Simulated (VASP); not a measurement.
**Y5F: single point with PBE**

Crystal: Y5F.

```
Y F
1.0
    -3.90154    3.90154    2.45426
     3.90154   -3.90154    2.45426
     3.90154    3.90154   -2.45426
Y F
5 1
Direct
  0.89973 0.69800 0.59773
  0.10027 0.30200 0.40227
  0.30200 0.89973 0.20173
  0.69800 0.10027 0.79827
  0.50000 0.50000 0.00000
  0.00000 0.00000 0.00000
```

This cell differs from its parent crystal: volume scaled by 0.91, then relaxed in part.

```yaml
Program: VASP 6.6.1
Task: single point
Functional: PBE
Potentials_or_basis: VASP PAW PBE potentials, release 64 (Y_sv, F)
Cutoff: 520 eV
k_mesh: 8 × 8 × 8
Occupations: gaussian, width 0.1 eV
Spin: no spin polarisation
Dipole_correction: no
Further_INCAR_settings: ALGO = Normal; EDIFF = 1e-06; NBANDS = 40
```

```
Pressure               : 4.9 GPa
Largest force          : 0.005 eV/Å
Band gap on the k mesh : zero (band 31 reaches 4.26 eV, above the bottom of band 32 at 3.76 eV)
```

Forces on the atoms (eV/Å):
```
Y   -0.003 -0.004  0.000
Y    0.003  0.004  0.000
Y   -0.004  0.003  0.000
Y    0.004 -0.003  0.000
Y    0.000  0.000  0.000
F    0.000  0.000  0.000
```

Stress tensor (GPa, compression positive):
```
4.94 0.00 0.00
0.00 4.94 0.00
0.00 0.00 4.86
```

Levels at points of the mesh, in eV from the Fermi level:
| k point | band 29 | band 30 | band 31 | band 32 | band 33 | band 34 |
| --- | --- | --- | --- | --- | --- | --- |
| (0.00, 0.00, 0.00) | -0.26 | -0.26 | -0.05 | 0.24 | 0.25 | 0.34 |
| (0.50, 0.00, 0.00) | -0.54 | -0.02 | 0.02 | 0.35 | 0.39 | 0.46 |
| (0.50, 0.50, 0.00) | -0.68 | -0.54 | -0.08 | 0.22 | 0.57 | 0.72 |
| (0.50, 0.50, 0.50) | -1.21 | -0.43 | -0.43 | -0.17 | -0.06 | 0.05 |

Wall time 8.5 min on 1 thread of Intel(R) Xeon(R) Platinum 8488C (Sapphire Rapids), on a shared host, peak memory 0.58 GiB.
